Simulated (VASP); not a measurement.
Set up this calculation in VASP 6.6.1, as the native input.

```yaml
Task: single point
Functional: PBE
Potentials_or_basis: VASP PAW PBE potentials, release 64 (Ti_sv, O)
Cutoff: 600 eV
k_mesh: 2 × 7 × 1
Occupations: gaussian, width 0.1 eV
Spin: no spin polarisation
Dipole_correction: no
Further_INCAR_settings: ALGO = Normal; EDIFF = 1e-06; NBANDS = 19; ISYM = 0
```

The structure of TiO2 lies in POSCAR:

```
TiO2
1.0
    1.4973312015      0.8644845722      6.9815443949
   -1.4973312015      0.8644845722      6.9815443949
    0.0000000000     -1.7289691445      6.9815443949
Ti O
1 2
Direct
    0.0000000000      0.0000000000      0.0000000000
    0.6204670000      0.6204670000      0.6204670000
    0.3795330000      0.3795330000      0.3795330000
```

These files were run (other wordings do the same):

INCAR

```
SYSTEM = TiO2
ALGO = Normal ; EDIFF = 1E-6
ENCUT = 600 ; GGA = PE
GGA_COMPAT = .False. ; ISIF = 2
ISMEAR = 0 ; ISYM = 0
LASPH = .True. ; LCHARG = .False.
LREAL = .False. ; LWAVE = .False.
NBANDS = 19 ; NELM = 120
PREC = Accurate ; SIGMA = 0.1
```

KPOINTS

```
k-points
0
Gamma
  2 7 1
  0 0 0
```

Potentials or basis: VASP PAW PBE potentials, release 64 (Ti_sv, O).

Command:

```console
$ cat potpaw_PBE.64/Ti_sv/POTCAR potpaw_PBE.64/O/POTCAR > POTCAR
$ mpirun -np 1 vasp_std > vasp.out
```

Results of the run:

- Pressure: 0.0 GPa
- Largest force: 0.242 eV/Å
- Band gap on the k mesh: 2.63 eV, indirect (least direct gap 2.74 eV)

Caveat: the k points lie up to 2.44 Å⁻¹ apart.

Run time: 45 s on 1 thread of AMD EPYC 9R45 96-Core Processor (Zen 5), with other jobs on the host, peak memory 0.41 GiB.
